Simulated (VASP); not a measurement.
Wanted: the native input for a VASP 6.6.1 run.

```
Task                   : single point
Functional             : PBE
Dispersion             : D3(BJ)
Potentials or basis    : VASP PAW PBE potentials, release 64 (Tl_d)
Cutoff                 : 520 eV
k mesh                 : 16 × 16 × 16
Occupations            : gaussian, width 0.15 eV
Spin                   : no spin polarisation
Dipole correction      : no
Further INCAR settings : ALGO = Fast; EDIFF = 1e-06; NBANDS = 12
```

The structure of Tl lies in POSCAR:

```
Tl
1.0
    0.0000000000      2.4663412330      2.5033363515
    2.4663412330      0.0000000000      2.5033363515
    2.4663412330      2.4663412330      0.0000000000
Tl
1
Direct
    0.0000000000      0.0000000000      0.0000000000
```

This cell differs from its parent crystal: strain +0.000 along x and y, +0.015 along z.

These files were run (other wordings do the same):

INCAR

```
SYSTEM = Tl
PREC     = Accurate       ! precision mode
ENCUT    = 520            ! plane-wave cutoff, eV
EDIFF    = 1E-6           ! SCF threshold, eV
ISMEAR   = 0              ! smearing method
SIGMA    = 0.15           ! smearing width, eV
LREAL    = .False.        ! projectors in reciprocal space
LASPH    = .True.         ! aspherical terms in the spheres
NELM     = 100            ! most SCF steps
ALGO     = Fast           ! electronic algorithm
ISIF     = 2              ! what is computed and relaxed
LWAVE    = .False.        ! write WAVECAR
LCHARG   = .False.        ! write CHGCAR
GGA      = PE             ! functional
IVDW     = 12             ! dispersion correction
NBANDS   = 12             ! bands
```

KPOINTS

```
Automatic mesh
0
Gamma
  16 16 16
  0 0 0
```

Potentials or basis: VASP PAW PBE potentials, release 64 (Tl_d).

Launch:

```console
$ cat potpaw_PBE.64/Tl_d/POTCAR > POTCAR
$ mpirun -np 1 vasp_std > vasp.out
```

Results of the run:

- Pressure: -1.2 GPa
- Band gap on the k mesh: zero (an odd number of electrons rules out a gap without spin polarisation)
- Dispersion energy per atom: -0.321 eV

Caveat: the cell differs from its parent crystal (strain +0.000 along x and y, +0.015 along z); spin-orbit coupling is left out, which moves the levels of the heavy elements.

Wall time 2.2 min on 1 thread of Oxide Virtual Turin-like Processor, with other jobs on the host, peak memory 0.23 GiB.
